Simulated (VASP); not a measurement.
## Sn: single point with PBEsol

The system is Sn.

```
Sn
1.0
    -1.67255    1.72002    2.49174
     1.67255   -1.72002    2.49174
     1.67255    1.72002   -2.49174
Sn
1
Direct
  0.00000 0.00000 0.00000
```

This cell differs from its parent crystal: ratio of the length along z to the lengths across it x 1.1, volume and fractional coordinates fixed.

```yaml
Program: VASP 6.6.1
Task: single point
Functional: PBEsol
Potentials_or_basis: VASP PAW PBE potentials, release 64 (Sn_d)
Cutoff: 520 eV
k_mesh: 22 × 22 × 22
Occupations: gaussian, width 0.15 eV
Spin: no spin polarisation
```

- Pressure: -3.5 GPa
- Band gap on the k mesh: zero (band 7 reaches 14.27 eV, above the bottom of band 8 at 5.29 eV)

Stress tensor (GPa, compression positive):
```
-3.02  0.00  0.00
 0.00 -3.91  0.00
 0.00  0.00 -3.70
```

Levels at points of the mesh, in eV from the Fermi level:
```tsv
k point	band 3	band 4	band 5	band 6	band 7	band 8	band 9	band 10	band 11	band 12
(0.00, 0.00, 0.00)	-21.44	-21.41	-21.38	-10.80	6.89	7.21	7.53	10.58	11.21	11.31
(0.50, 0.00, 0.00)	-21.44	-21.33	-21.33	-6.90	-4.43	5.14	5.99	9.38	10.08	10.59
(0.00, 0.50, 0.00)	-21.45	-21.33	-21.31	-6.62	-4.37	5.04	5.53	9.40	9.81	10.24
(0.50, 0.50, 0.00)	-21.34	-21.32	-21.30	-4.82	-3.34	1.68	1.94	5.03	5.56	19.22
(0.50, 0.50, 0.50)	-21.33	-21.32	-21.31	-5.36	-3.65	1.94	2.63	5.37	6.13	20.11
```

Wall time 6.4 min on 1 thread of Intel(R) Xeon(R) Platinum 8559C (Emerald Rapids), on a shared host, peak memory 0.59 GiB.

Caveat: the PAW data sets were made with another functional, which shifts forces and pressure a little; spin-orbit coupling is left out, which moves the levels of the heavy elements.
